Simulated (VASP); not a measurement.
SnTe: relaxation of cell and atoms with r2SCAN

Crystal: SnTe.

```
CELL_PARAMETERS angstrom
0.00000 3.18560 3.18560
3.18560 0.00000 3.18560
3.18560 3.18560 0.00000
ATOMIC_POSITIONS crystal
Sn 0.00000 0.00000 0.00000
Te 0.50000 0.50000 0.50000
```

```
Program                : VASP 6.6.1
Task                   : relaxation of cell and atoms
Functional             : r2SCAN
Potentials or basis    : VASP PAW PBE potentials, release 64 (Sn_d, Te)
Cutoff                 : 600 eV
k mesh                 : 10 × 10 × 10
Occupations            : gaussian, width 0.01 eV
Spin                   : no spin polarisation
Dipole correction      : no
Further INCAR settings : ALGO = Normal; EDIFF = 1e-06; IBRION = 2; EDIFFG = -0.005; NSW = 100; ISIF = 3
```

```
Relaxed volume                        : 32.34 Å³/atom
Relaxed cell                          : a = 4.506 Å, b = 4.506 Å, c = 4.506 Å, α = 60.00°, β = 60.00°, γ = 60.00°
Space group after relaxing (to 0.1 Å) : Fm-3m (No. 225)
Energy gained by relaxing             : 0.0 meV/atom
Ionic steps                           : 3
Pressure after relaxing               : 0.0 GPa
Band gap on the k mesh                : 0.13 eV
```

Final structure:
```xyz
2
Lattice="0.0000 3.1860 3.1860 3.1860 0.0000 3.1860 3.1860 3.1860 0.0000" Properties=species:S:1:pos:R:3 pbc="T T T"
Sn    0.0000    0.0000    0.0000
Te    3.1860    3.1860    3.1860
```

Levels at points of the mesh, in eV from the valence-band top:
```csv
k point,band 8,band 9,band 10,band 11,band 12,band 13
"(0.00, 0.00, 0.00)",-2.39,-2.39,-2.39,3.36,3.36,3.36
"(0.50, 0.00, 0.00)",-2.03,-2.03,0.00,0.13,0.33,0.33
"(0.50, 0.50, 0.00)",-5.74,-3.95,-3.95,2.45,4.95,4.95
```

It took 2.3 min on 1 thread of Intel(R) Xeon(R) Platinum 8559C (Emerald Rapids), with other jobs on the host, peak memory 0.25 GiB.

Caveat: semilocal functionals underestimate gaps, and a narrow one can read as zero; the PAW data sets were made with another functional, which shifts forces and pressure a little; spin-orbit coupling is left out, which moves the levels of the heavy elements. A k mesh can miss the band edges.
